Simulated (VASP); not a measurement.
# ReOs (Cm) in VASP: further runs, part 2 of 2

VASP 6.6.1. Earlier steps stand in the parts before.

### Step 3. Electric field gradients, LDA (shortest bond scaled by 0.7)

File INCAR:

```
SYSTEM = ReOs
  ALGO = Normal
  EDIFF = 1E-8
  ENCUT = 520
  ISIF = 2
  ISMEAR = -1
  LASPH = .True.
  LCHARG = .False.
  LEFG = .True.
  LREAL = .False.
  LWAVE = .False.
  NBANDS = 14
  NELM = 100
  PREC = Accurate
  SIGMA = 0.05
```

File KPOINTS:

```
k-points
0
Gamma
  12 12 7
  0 0 0
```

File POSCAR:

```
ReOs
1.0
    2.7573303527      0.0000000000      0.0000000000
   -1.3786651764      2.3879181321      0.0000000000
    0.0000000000      0.0000000000      4.3824281800
Re Os
1 1
Direct
    0.5666666667      0.2833333333      0.4250000000
    0.1000000000      0.0500000000      0.0750000000
```

Potentials or basis: VASP PAW LDA potentials, release 64 (Re, Os).

Command:

```
$ cat potpaw_LDA.64/Re/POTCAR potpaw_LDA.64/Os/POTCAR > POTCAR
$ mpirun -np 1 vasp_std > vasp.out
```

OUTCAR:

```text
SYSTEM = ReOs
   EDIFF = 1E-8
   ENCUT = 520
   ISIF = 2
   ISMEAR = -1
   LASPH = .True.
   LREAL = .False.
   NELM = 100
   PREC = Accurate

 ion  position               nearest neighbor table
   1  0.567  0.283  0.425-   2 1.90   2 2.42   2 2.42   2 3.06   2 3.35   2 3.35   2 3.41   2 3.41

   2  0.100  0.050  0.075-   1 1.90   1 2.42   1 2.42   1 3.06   1 3.35   1 3.35   1 3.41   1 3.41

  LATTYP: Found a hexagonal cell.
 ALAT       =     2.7573303527
 C/A-ratio  =     1.5893736402

  Lattice vectors:

 A1 = (   2.7573303527,   0.0000000000,   0.0000000000)
 A2 = (  -1.3786651764,   2.3879181321,   0.0000000000)
 A3 = (   0.0000000000,   0.0000000000,   4.3824281800)

Analysis of symmetry for initial positions (statically):
=====================================================================
 Subroutine PRICEL returns:
 Original cell was already a primitive cell.

 Routine SETGRP: Setting up the symmetry group for a
 hexagonal supercell.

 Subroutine GETGRP returns: Found  2 space group operations
 (whereof  2 operations were pure point group operations)
 out of a pool of 24 trial point group operations.

The static configuration has the point symmetry C_1h.

Analysis of symmetry for dynamics (positions and initial velocities):
=====================================================================
 Subroutine PRICEL returns:
 Original cell was already a primitive cell.

 Routine SETGRP: Setting up the symmetry group for a
 hexagonal supercell.

 Subroutine GETGRP returns: Found  2 space group operations
 (whereof  2 operations were pure point group operations)
 out of a pool of 24 trial point group operations.

The dynamic configuration has the point symmetry C_1h.
[... 553 lines left out ...]
      7       8.5689      1.99999
      8       9.9015      0.00000
      9      10.8383      0.00000
     10      11.7664      0.00000
     11      12.2591      0.00000
     12      17.4436      0.00000
     13      19.1295      0.00000
     14      19.5566      0.00000

 [... further k-points ...]

------------------------ aborting loop because EDIFF is reached ----------------------------------------

  FORCE on cell =-STRESS in cart. coord.  units (eV):
  Direction    XX          YY          ZZ          XY          YZ          ZX
  --------------------------------------------------------------------------------------
  -------------------------------------------------------------------------------------
  Total       19.9952141     10.6585525     27.6061407      8.0857861      6.2922412     10.8984807
  in kB     1110.2316381    591.8147281   1532.8273356    448.9622139    349.3758681    605.1367094
  external PRESSURE =    1078.2912339 kB  Pullay stress =       0.0000000 kB

 VOLUME and BASIS-vectors are now :
 -----------------------------------------------------------------------------
  energy-cutoff  :      520.00
  volume of cell :       28.86
      direct lattice vectors                 reciprocal lattice vectors
     2.757330353  0.000000000  0.000000000     0.362669638  0.209387413  0.000000000
    -1.378665176  2.387918132  0.000000000     0.000000000  0.418774826  0.000000000
     0.000000000  0.000000000  4.382428180     0.000000000  0.000000000  0.228184002

 POSITION                                       TOTAL-FORCE (eV/Angst)
 -----------------------------------------------------------------------------------
      1.17187      0.67658      1.86253         7.409926      4.278123     20.104664
      0.20680      0.11940      0.32868        -7.409926     -4.278123    -20.104664
 -----------------------------------------------------------------------------------
    total drift:                               -0.000004     -0.000002      0.000020

  FREE ENERGIE OF THE ION-ELECTRON SYSTEM (eV)
  ---------------------------------------------------
  free  energy   TOTEN  =       -20.5548487786 eV

  energy  without entropy=      -20.5434043201  energy(sigma->0) =      -20.54912655

 Electric field gradients (V/A^2)
---------------------------------------------------------------------
 ion       V_xx      V_yy      V_zz      V_xy      V_xz      V_yz
---------------------------------------------------------------------
   1    -118.768   -73.015   191.784   -39.623   149.993    86.598
   2     -97.118   -64.169   161.287   -28.534   208.572   120.419
---------------------------------------------------------------------

 Electric field gradients after diagonalization (V/A^2)
 (convention: |V_zz| > |V_xx| > |V_yy|)
----------------------------------------------------------------------
 ion       V_xx      V_yy      V_zz     asymmetry (V_yy - V_xx)/ V_zz
----------------------------------------------------------------------
   1    -215.328   -50.139   265.467       0.622
   2    -253.448   -47.695   301.143       0.683
----------------------------------------------------------------------

           NMR quadrupolar parameters

 Cq : quadrupolar parameter    Cq=e*Q*V_zz/h
 eta: asymmetry parameters     (V_yy - V_xx)/ V_zz
 Q  : nuclear electric quadrupole moment in mb (millibarn)
----------------------------------------------------------------------
 ion       Cq(MHz)       eta       Q (mb)
----------------------------------------------------------------------
   1       0.642       0.622       1.000
   2       0.728       0.683       1.000
----------------------------------------------------------------------
```

OSZICAR:

```text
N       E                     dE             d eps       ncg     rms          rms(c)
DAV:   1     0.834102445015E+02    0.83410E+02   -0.69701E+03 10124   0.104E+03
DAV:   2    -0.171504469651E+02   -0.10056E+03   -0.86608E+02 10418   0.304E+02
DAV:   3    -0.216394684186E+02   -0.44890E+01   -0.43234E+01 11588   0.663E+01
DAV:   4    -0.216932464276E+02   -0.53778E-01   -0.53574E-01 10110   0.596E+00
DAV:   5    -0.216945072689E+02   -0.12608E-02   -0.12607E-02 11240   0.887E-01    0.480E+01
DAV:   6    -0.208935288587E+02    0.80098E+00   -0.63293E-01 12660   0.763E+00    0.268E+01
DAV:   7    -0.207543525349E+02    0.13918E+00   -0.94059E-01 14176   0.196E+01    0.505E+00
DAV:   8    -0.205557724206E+02    0.19858E+00   -0.34163E-01 13980   0.125E+01    0.679E-01
DAV:   9    -0.205551322580E+02    0.64016E-03   -0.22558E-02  8176   0.120E+00    0.390E-01
DAV:  10    -0.205549437703E+02    0.18849E-03   -0.81653E-04 12434   0.271E-01    0.251E-01
DAV:  11    -0.205548511440E+02    0.92626E-04   -0.32262E-04 12840   0.269E-01    0.487E-02
DAV:  12    -0.205548494453E+02    0.16988E-05   -0.16012E-05  9056   0.347E-02    0.317E-02
DAV:  13    -0.205548488715E+02    0.57380E-06   -0.11021E-06 12636   0.166E-02    0.168E-02
DAV:  14    -0.205548487876E+02    0.83832E-07   -0.41743E-07 12508   0.804E-03    0.535E-03
DAV:  15    -0.205548487786E+02    0.90595E-08   -0.24643E-08  7870   0.139E-03
   1 F= -.20554849E+02 E0= -.20549127E+02  d E =-.114445E-01
```

Wall time 2.4 min (1 thread of Intel Xeon 8259CL, shared host); peak memory 0.25 GiB.

What came out:

| Item | Value |
| --- | --- |
| Free energy | -20.5548 eV |
| Pressure | 107.8 GPa |
| Largest force | 21.850 eV/Å |
| Band gap on the k mesh | zero (an odd number of electrons rules out a gap without spin polarisation) |
| Largest electric field gradient by atom | Re +265.5; Os +301.1 V/Å² |

Forces in eV/Å, atoms in the order of the input:
```
Re    7.410   4.278  20.105
Os   -7.410  -4.278 -20.105
```

Electric field gradients, principal values (V/Å²):
| atom | least | middle | greatest (by size) |
| --- | --- | --- | --- |
| 1 Re | -50.139 | -215.328 | 265.467 |
| 2 Os | -47.695 | -253.448 | 301.143 |

Caveat: the cell differs from its parent crystal (shortest bond scaled by 0.7); atoms lie so close that the PAW spheres overlap strongly, which falsifies energies and pressures; the cell stands under pressure; without QUAD_EFG the Cq values of the log hold for a quadrupole moment of 1 mb, not for the nuclei; spin-orbit coupling is left out, which moves the levels of the heavy elements; forces of over 1 eV/Å act on the atoms, so gaps and moduli don't describe the material at rest.

### Step 4. Electric field gradients, LDA (shortest bond scaled by 0.58)

File INCAR:

```
ALGO = Normal ; EDIFF = 1E-8
ENCUT = 520 ; ISIF = 2
ISMEAR = -1 ; LASPH = T
LCHARG = F ; LEFG = T
LREAL = F ; LWAVE = F
NBANDS = 14 ; NELM = 80
PREC = Accurate ; SIGMA = 0.05
```

File KPOINTS:

```
k-points
0
Gamma
  12 12 7
```

File POSCAR:

```
ReOs
1.0
    2.7573303527      0.0000000000      0.0000000000
   -1.3786651764      2.3879181321      0.0000000000
    0.0000000000      0.0000000000      4.3824281800
Re Os
1 1
Direct
    0.5266666667      0.2633333333      0.3950000000
    0.1400000000      0.0700000000      0.1050000000
```

Potentials or basis: VASP PAW LDA potentials, release 64 (Re, Os).

Command:

```
$ cat potpaw_LDA.64/Re/POTCAR potpaw_LDA.64/Os/POTCAR > POTCAR
$ mpirun -np 1 vasp_std > vasp.out
```

OUTCAR:

```text
EDIFF = 1E-8
   ENCUT = 520
   ISIF = 2
   ISMEAR = -1
   LASPH = T
   LREAL = F
   NELM = 80
   PREC = Accurate

 ion  position               nearest neighbor table
   1  0.527  0.263  0.395-   2 1.57   2 2.38   2 2.38   2 3.17   2 3.17   2 3.25
   2  0.140  0.070  0.105-   1 1.57   1 2.38   1 2.38   1 3.17   1 3.17   1 3.25

 -----------------------------------------------------------------------------
|                                                                             |
|           W    W    AA    RRRRR   N    N  II  N    N   GGGG   !!!           |
|           W    W   A  A   R    R  NN   N  II  NN   N  G    G  !!!           |
|           W    W  A    A  R    R  N N  N  II  N N  N  G       !!!           |
|           W WW W  AAAAAA  RRRRR   N  N N  II  N  N N  G  GGG   !            |
|           WW  WW  A    A  R   R   N   NN  II  N   NN  G    G                |
|           W    W  A    A  R    R  N    N  II  N    N   GGGG   !!!           |
|                                                                             |
|     The distance between some ions is very small. Please check the          |
|     nearest-neighbor list in the OUTCAR file.                               |
|     I HOPE YOU KNOW WHAT YOU ARE DOING!                                     |
|                                                                             |
 -----------------------------------------------------------------------------

  LATTYP: Found a hexagonal cell.
 ALAT       =     2.7573303527
 C/A-ratio  =     1.5893736402

  Lattice vectors:

 A1 = (   2.7573303527,   0.0000000000,   0.0000000000)
 A2 = (  -1.3786651764,   2.3879181321,   0.0000000000)
 A3 = (   0.0000000000,   0.0000000000,   4.3824281800)

Analysis of symmetry for initial positions (statically):
=====================================================================
 Subroutine PRICEL returns:
[... 588 lines left out ...]
------------------------ aborting loop because EDIFF is reached ----------------------------------------

  FORCE on cell =-STRESS in cart. coord.  units (eV):
  Direction    XX          YY          ZZ          XY          YZ          ZX
  --------------------------------------------------------------------------------------
  -------------------------------------------------------------------------------------
  Total       42.2728956     22.0081285     52.7393604     17.5498031     15.5960236     27.0131060
  in kB     2347.1969784   1221.9984468   2928.3460604    974.4505128    865.9671636   1499.8991644
  external PRESSURE =    2165.8471619 kB  Pullay stress =       0.0000000 kB

 VOLUME and BASIS-vectors are now :
 -----------------------------------------------------------------------------
  energy-cutoff  :      520.00
  volume of cell :       28.86
      direct lattice vectors                 reciprocal lattice vectors
     2.757330353  0.000000000  0.000000000     0.362669638  0.209387413  0.000000000
    -1.378665176  2.387918132  0.000000000     0.000000000  0.418774826  0.000000000
     0.000000000  0.000000000  4.382428180     0.000000000  0.000000000  0.228184002

 POSITION                                       TOTAL-FORCE (eV/Angst)
 -----------------------------------------------------------------------------------
      1.08915      0.62882      1.73106        21.738559     12.550763     43.198972
      0.28952      0.16715      0.46015       -21.738559    -12.550763    -43.198972
 -----------------------------------------------------------------------------------
    total drift:                               -0.000076     -0.000044     -0.000042

  FREE ENERGIE OF THE ION-ELECTRON SYSTEM (eV)
  ---------------------------------------------------
  free  energy   TOTEN  =        -9.6849526666 eV

  energy  without entropy=       -9.6748385080  energy(sigma->0) =       -9.67989559

 Electric field gradients (V/A^2)
---------------------------------------------------------------------
 ion       V_xx      V_yy      V_zz      V_xy      V_xz      V_yz
---------------------------------------------------------------------
   1    -215.529  -385.018   600.547   146.782   518.938   299.609
   2    -196.009  -372.804   568.813   153.108   526.772   304.132
---------------------------------------------------------------------

 Electric field gradients after diagonalization (V/A^2)
 (convention: |V_zz| > |V_xx| > |V_yy|)
----------------------------------------------------------------------
 ion       V_xx      V_yy      V_zz     asymmetry (V_yy - V_xx)/ V_zz
----------------------------------------------------------------------
   1    -469.763  -467.097   936.860       0.003
   2    -465.368  -461.201   926.569       0.004
----------------------------------------------------------------------

           NMR quadrupolar parameters

 Cq : quadrupolar parameter    Cq=e*Q*V_zz/h
 eta: asymmetry parameters     (V_yy - V_xx)/ V_zz
 Q  : nuclear electric quadrupole moment in mb (millibarn)
----------------------------------------------------------------------
 ion       Cq(MHz)       eta       Q (mb)
----------------------------------------------------------------------
   1       2.265       0.003       1.000
   2       2.240       0.004       1.000
----------------------------------------------------------------------
```

OSZICAR:

```text
N       E                     dE             d eps       ncg     rms          rms(c)
DAV:   1     0.105479408510E+03    0.10548E+03   -0.69784E+03  9726   0.105E+03
DAV:   2    -0.578404223127E+01   -0.11126E+03   -0.96207E+02 10336   0.328E+02
DAV:   3    -0.110153029711E+02   -0.52313E+01   -0.50979E+01 11914   0.729E+01
DAV:   4    -0.110583700864E+02   -0.43067E-01   -0.42991E-01  9800   0.561E+00
DAV:   5    -0.110595563681E+02   -0.11863E-02   -0.11862E-02 11582   0.973E-01    0.531E+01
DAV:   6    -0.100241152866E+02    0.10354E+01   -0.10717E+00 12474   0.993E+00    0.316E+01
DAV:   7    -0.972661126566E+01    0.29750E+00   -0.54350E-01 12978   0.864E+00    0.188E+00
DAV:   8    -0.968895701693E+01    0.37654E-01   -0.13500E-01 13042   0.664E+00    0.120E+00
DAV:   9    -0.968494189826E+01    0.40151E-02   -0.18433E-02 12324   0.204E+00    0.242E-01
DAV:  10    -0.968498782893E+01   -0.45931E-04   -0.12771E-03 11748   0.317E-01    0.947E-02
DAV:  11    -0.968495185410E+01    0.35975E-04   -0.13452E-04 12956   0.198E-01    0.204E-02
DAV:  12    -0.968495269651E+01   -0.84241E-06   -0.10626E-05 11712   0.286E-02    0.496E-03
DAV:  13    -0.968495268422E+01    0.12289E-07   -0.18889E-07 12652   0.463E-03    0.362E-03
DAV:  14    -0.968495266612E+01    0.18097E-07   -0.26148E-08  7786   0.278E-03    0.135E-03
DAV:  15    -0.968495266659E+01   -0.47339E-09   -0.84046E-09  6200   0.116E-03
   1 F= -.96849527E+01 E0= -.96798956E+01  d E =-.101142E-01
```

Run time: 2.2 min. Hardware: 1 thread of Intel Xeon 8259CL, shared host; peak memory 0.25 GiB.

Results:

```
Free energy                             : -9.6850 eV
Pressure                                : 216.6 GPa
Largest force                           : 49.962 eV/Å
Band gap on the k mesh                  : zero (an odd number of electrons rules out a gap without spin polarisation)
Largest electric field gradient by atom : Re +936.9; Os +926.6 V/Å²
```

Forces on the atoms (eV/Å):
```
Re   21.739  12.551  43.199
Os  -21.739 -12.551 -43.199
```

Stress tensor (GPa, compression positive):
```
234.72  97.45 149.99
 97.45 122.20  86.60
149.99  86.60 292.83
```

Electric field gradients, principal values (V/Å²):
| atom | least | middle | greatest (by size) |
| --- | --- | --- | --- |
| 1 Re | -467.097 | -469.763 | 936.860 |
| 2 Os | -461.201 | -465.368 | 926.569 |

Caveat: the cell differs from its parent crystal (shortest bond scaled by 0.58); atoms lie so close that the PAW spheres overlap strongly, which falsifies energies and pressures; the cell stands under pressure; without QUAD_EFG the Cq values of the log hold for a quadrupole moment of 1 mb, not for the nuclei; spin-orbit coupling is left out, which moves the levels of the heavy elements; forces of over 1 eV/Å act on the atoms, so gaps and moduli don't describe the material at rest.

### Step 5. The runs side by side

| cell | gap on the mesh (eV) | pressure (GPa) | largest force (eV/Å) |
| --- | --- | --- | --- |
| as given, shortest bond scaled by 0.76 | none | 61.2 | 14.02 |
| as given, shortest bond scaled by 0.7 | none | 107.8 | 21.85 |
| as given, shortest bond scaled by 0.58 | none | 216.6 | 49.96 |

Some of these runs hold the atoms at other places in the same cell, which the table doesn't show; runs alike in all that it shows share one row.

Alike in all rows: task electric field gradients; level LDA; potentials or basis VASP PAW LDA potentials, release 64 (Re, Os); no spin polarisation; k mesh 12 × 12 × 7; cutoff (eV) 520; smearing fermi-dirac 0.05 eV.

Caveats: the cell stands under pressure; spin-orbit coupling is left out, which moves the levels of the heavy elements; forces of over 1 eV/Å act on the atoms, so gaps and moduli don't describe the material at rest; atoms lie so close that the PAW spheres overlap strongly, which falsifies energies and pressures (at least some runs).

Absolute energies hang on the potentials; compare differences alone.
